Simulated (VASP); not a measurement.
# BeSe4 (P-3m1) in VASP: a series of runs, part 2 of 2

VASP 6.6.1. The steps go on from the part before.

### Step 4. Relaxation of cell and atoms, PBE

This run uses another cell than the first one, of 19.26 Å³/atom, 0.894 times its volume.

Input file INCAR:

```
PREC = Accurate ; ENCUT = 600
EDIFF = 1E-6 ; ISMEAR = 0
SIGMA = 0.1 ; LREAL = False
LASPH = True ; NELM = 100
ALGO = Normal ; ISIF = 3
LWAVE = False ; LCHARG = False
GGA = PE ; IBRION = 2
NSW = 100 ; EDIFFG = -0.01
```

Input file KPOINTS:

```
regular mesh
0
Gamma
  12 12 6
```

Input file POSCAR:

```
BeSe4
1.0
    3.5960978728      0.0000000000      0.0000000000
   -1.7980489364      3.1143121123      0.0000000000
    0.0000000000      0.0000000000      8.5998038404
Be Se
1 4
Direct
    0.0000000000      0.0000000000      0.0000000000
    0.3333333333      0.6666666667      0.8541448152
    0.3333333333      0.6666666667      0.3961602339
    0.6666666667      0.3333333333      0.1458551848
    0.6666666667      0.3333333333      0.6038397661
```

Potentials or basis: VASP PAW PBE potentials, release 64 (Be, Se).

Launch:

```sh
$ cat potpaw_PBE.64/Be/POTCAR potpaw_PBE.64/Se/POTCAR > POTCAR
$ mpirun -np 1 vasp_std > vasp.out
```

OUTCAR:

```text
PREC = Accurate
   ENCUT = 600
   EDIFF = 1E-6
   ISMEAR = 0
   LREAL = False
   LASPH = True
   NELM = 100
   ISIF = 3
   GGA = PE
   IBRION = 2
   NSW = 100
   EDIFFG = -0.01

 ion  position               nearest neighbor table
   1  0.000  0.000  0.000-   2 2.43   4 2.43   2 2.43   4 2.43   4 2.43   2 2.43
   2  0.333  0.667  0.854-   1 2.43   1 2.43   1 2.43
   3  0.333  0.667  0.396-   5 2.74   5 2.74   5 2.74
   4  0.667  0.333  0.146-   1 2.43   1 2.43   1 2.43
   5  0.667  0.333  0.604-   3 2.74   3 2.74   3 2.74

  LATTYP: Found a hexagonal cell.
 ALAT       =     3.5960978728
 C/A-ratio  =     2.3914265252

  Lattice vectors:

 A1 = (   3.5960978728,   0.0000000000,   0.0000000000)
 A2 = (  -1.7980489364,   3.1143121123,   0.0000000000)
 A3 = (   0.0000000000,   0.0000000000,   8.5998038404)

Analysis of symmetry for initial positions (statically):
=====================================================================
 Subroutine PRICEL returns:
 Original cell was already a primitive cell.

 Routine SETGRP: Setting up the symmetry group for a
 hexagonal supercell.

 Subroutine GETGRP returns: Found 12 space group operations
 (whereof 12 operations were pure point group operations)
 out of a pool of 24 trial point group operations.

The static configuration has the point symmetry D_3d.

Analysis of symmetry for dynamics (positions and initial velocities):
=====================================================================
 Subroutine PRICEL returns:
 Original cell was already a primitive cell.

 Routine SETGRP: Setting up the symmetry group for a
 hexagonal supercell.

 Subroutine GETGRP returns: Found 12 space group operations
[... 128 lines left out ...]
     AMIX     =   0.40;   BMIX     =  1.00
     AMIX_MAG =   1.60;   BMIX_MAG =  1.00
  volume/ion in A,a.u.               =      19.26       129.99
  Fermi-wavevector in a.u.,A,eV,Ry     =   1.058048  1.999420 15.231243  1.119465
  Thomas-Fermi vector in A             =   2.193343
   LORBIT       =      0    0 simple, 1 ext, 2 COOP (PROOUT), +10 PAW based schemes
   GGA     = PE    functional components
   LHFCALC =     F    Hartree Fock is set to
   AEXX    =    0.0000 exact exchange contribution
   IVDW    =     0    specifies the selected vdW correction
   LEPSILON=     F    determine dielectric tensor
   LRPA    =     F    only Hartree local field effects (RPA)
 conjugate gradient relaxation of ions
 non-spin polarized calculation
 Gauss-broadening in eV      SIGMA  =   0.10
  energy-cutoff  :      600.00
  volume of cell :       96.31
 maximum number of plane-waves:      3240
 NGX is ok and might be reduce to    30
   NGX = 15   NGY = 15   NGZ = 35

--------------------------------------- Ionic step        1  -------------------------------------------

 number of electron      26.0000003 magnetization

 Free energy of the ion-electron system (eV)
  ---------------------------------------------------
  ext. energy  EPLUGINS =         0.00000000
  ---------------------------------------------------
  free energy    TOTEN  =       -17.22908326 eV

  energy without entropy =      -17.21614934  energy(sigma->0) =      -17.22261630

------------------------ aborting loop because EDIFF is reached ----------------------------------------

  FORCE on cell =-STRESS in cart. coord.  units (eV):
  Direction    XX          YY          ZZ          XY          YZ          ZX
  --------------------------------------------------------------------------------------
  -------------------------------------------------------------------------------------
  Total       -0.0078141     -0.0078141      0.1675036     -0.0000000      0.0000000     -0.0000000
  in kB       -0.1299901     -0.1299901      2.7864591     -0.0000000      0.0000000     -0.0000000
  external PRESSURE =       0.8421597 kB  Pullay stress =       0.0000000 kB
[... 143 lines left out ...]
--------------------------------------- Ionic step        5  -------------------------------------------

 number of electron      26.0000003 magnetization

 Free energy of the ion-electron system (eV)
  ---------------------------------------------------
  ext. energy  EPLUGINS =         0.00000000
  ---------------------------------------------------
  free energy    TOTEN  =       -17.23011483 eV

  energy without entropy =      -17.21698684  energy(sigma->0) =      -17.22355084

 E-fermi :   4.8128     XC(G=0): -10.1295

 val. band max:        4.8046304049   @ k =   0.0833  -0.0000   0.5000
 cond. band min:       4.8215931846   @ k =   0.3333   0.0000   0.0000
 fundamental gap:      0.0169627798
 Fermi energy:         4.8127996676

 k-point     1 :       0.0000    0.0000    0.0000
  band No.  band energies     occupation
      1     -11.0488      2.00000
      2      -9.1719      2.00000
      3      -8.8568      2.00000
      4      -6.1498      2.00000
      5      -0.6786      2.00000
      6       2.9432      2.00000
[... 457 lines left out ...]
      4      -6.3695      2.00000
      5      -0.2875      2.00000
      6       0.9848      2.00000
[... 9 lines left out ...]
     16       6.8409      0.00000
     17       9.3907      0.00000

 [... further k-points ...]
[... 5 lines left out ...]
  --------------------------------------------------------------------------------------
  -------------------------------------------------------------------------------------
  Total        0.0013901      0.0013901      0.0357566      0.0000000      0.0000000      0.0000000
  in kB        0.0231138      0.0231138      0.5945625      0.0000000      0.0000000      0.0000000
  external PRESSURE =       0.2135967 kB  Pullay stress =       0.0000000 kB
[... 20 lines left out ...]
  FREE ENERGIE OF THE ION-ELECTRON SYSTEM (eV)
  ---------------------------------------------------
  free  energy   TOTEN  =       -17.2301148348 eV

  energy  without entropy=      -17.2169868361  energy(sigma->0) =      -17.22355084

 reached required accuracy - stopping structural energy minimisation
```

OSZICAR:

```text
N       E                     dE             d eps       ncg     rms          rms(c)
DAV:   1     0.139333773132E+03    0.13933E+03   -0.12409E+04  3400   0.148E+03
DAV:   2    -0.769534327354E+01   -0.14703E+03   -0.14503E+03  4744   0.215E+02
DAV:   3    -0.177106482505E+02   -0.10015E+02   -0.98829E+01  4598   0.646E+01
DAV:   4    -0.178415805943E+02   -0.13093E+00   -0.13057E+00  3980   0.787E+00
[... 32 lines left out ...]
DAV:   6    -0.172301117623E+02    0.20079E-06   -0.27090E-06  2446   0.879E-03
   4 F= -.17230112E+02 E0= -.17223549E+02  d E =-.233603E-03
       N       E                     dE             d eps       ncg     rms          rms(c)
DAV:   1    -0.172301185229E+02   -0.65598E-05   -0.26788E-04  3494   0.925E-02    0.105E-02
DAV:   2    -0.172301158087E+02    0.27143E-05   -0.15836E-05  4195   0.235E-02    0.641E-03
DAV:   3    -0.172301148348E+02    0.97386E-06   -0.44718E-06  1832   0.101E-02
   5 F= -.17230115E+02 E0= -.17223551E+02  d E =-.236676E-03
```

Run time: 5.7 min. Hardware: 1 thread of Intel Xeon Platinum 8375C at 2.90GHz (Ice Lake), shared host; peak memory 0.37 GiB.

Results:

```
Free energy                            : -17.2301 eV
Relaxed volume                         : 19.27 Å³/atom
Relaxed cell                           : a = 3.591 Å, b = 3.591 Å, c = 8.630 Å, α = 90.00°, β = 90.00°, γ = 120.00°
Space group after relaxing (to 0.05 Å) : P-3m1 (No. 164)
Energy gained by relaxing              : 0.2 meV/atom
Ionic steps                            : 5
Pressure after relaxing                : 0.0 GPa
Largest force after relaxing           : 0.009 eV/Å
Band gap on the k mesh                 : zero (band 13 reaches 5.43 eV, above the bottom of band 14 at 4.21 eV)
```

Forces on the atoms (eV/Å):
```
Be   0.000  0.000  0.000
Se   0.000  0.000  0.003
Se   0.000  0.000 -0.009
Se   0.000  0.000 -0.003
Se   0.000  0.000  0.009
```

The path:
```tsv
step	energy change (eV)	largest force (eV/Å)	pressure (GPa)	volume (Å³)
1	0.0000	0.0641	0.08	96.31
2	-0.0006	0.0377	-0.04	96.45
3	-0.0008	0.0244	-0.18	96.61
4	-0.0010	0.0104	0.01	96.33
5	-0.0010	0.0089	0.02	96.35
```

Final structure:
```yaml
crystal:
  lattice:
    - [3.59061, 0.00000, 0.00000]
    - [-1.79531, 3.10956, 0.00000]
    - [0.00000, 0.00000, 8.62983]
  atoms:
    - { symbol: Be, position: [0.00000, 0.00000, 0.00000] }
    - { symbol: Se, position: [0.33333, 0.66667, 0.85311] }
    - { symbol: Se, position: [0.33333, 0.66667, 0.39679] }
    - { symbol: Se, position: [0.66667, 0.33333, 0.14689] }
    - { symbol: Se, position: [0.66667, 0.33333, 0.60321] }
```

### Step 5. Summary

```csv
task,cell,k mesh,cutoff (eV),gap on the mesh (eV),pressure (GPa),relaxed volume (Å³/atom),largest force (eV/Å)
relaxation of cell and atoms,"relaxed from a = 3.382, b = 3.382, c = 10.874 Å, angles 90.0, 90.0, 120.0°, 5 atoms",6 × 6 × 2,600,none,0.3,19.20,-
single point,"a = 3.589, b = 3.589, c = 8.635 Å, angles 90.0, 90.0, 120.0°, 5 atoms",12 × 12 × 6,520,none,0.0,-,0.01
relaxation of cell and atoms,"relaxed from a = 3.596, b = 3.596, c = 8.600 Å, angles 90.0, 90.0, 120.0°, 5 atoms",12 × 12 × 6,600,none,0.0,19.27,0.01
```

Alike in all rows: level PBE; potentials or basis VASP PAW PBE potentials, release 64 (Be, Se); no spin polarisation; smearing gaussian 0.1 eV.

Absolute energies hang on the potentials; compare differences alone.
